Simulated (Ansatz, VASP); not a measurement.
# One calculation of Na, two programs

```
Na
1.0
     3.37200    0.00000    0.00000
     0.00000    3.37200    0.00000
     0.00000    0.00000    3.37200
Na
1
Direct
  0.00000 0.00000 0.00000
```

Alike in both runs: task single point; functional r2SCAN; k mesh 10 × 10 × 10; occupations fermi-dirac, width 0.1 eV; no spin polarisation.

|  | VASP | Ansatz |
| --- | --- | --- |
| version | VASP 6.6.1 | Ansatz 0.2.0 |
| potentials or method | VASP PAW PBE potentials, release 64 (Na_pv), cutoff 520 eV | plane waves (500 eV) with PAW, scalar-relativistic |
| valence electrons in the cell | 7 | 9 |

|  | VASP | Ansatz | Ansatz less VASP |
| --- | --- | --- | --- |
| pressure (GPa) | 0.4 | 0.3 | -0.10 |

VASP's potentials were made for PBE, not for r2SCAN. VASP's potentials hold 7 valence electrons a cell and Ansatz's 9, so a difference there can come from the potentials and not from the codes.
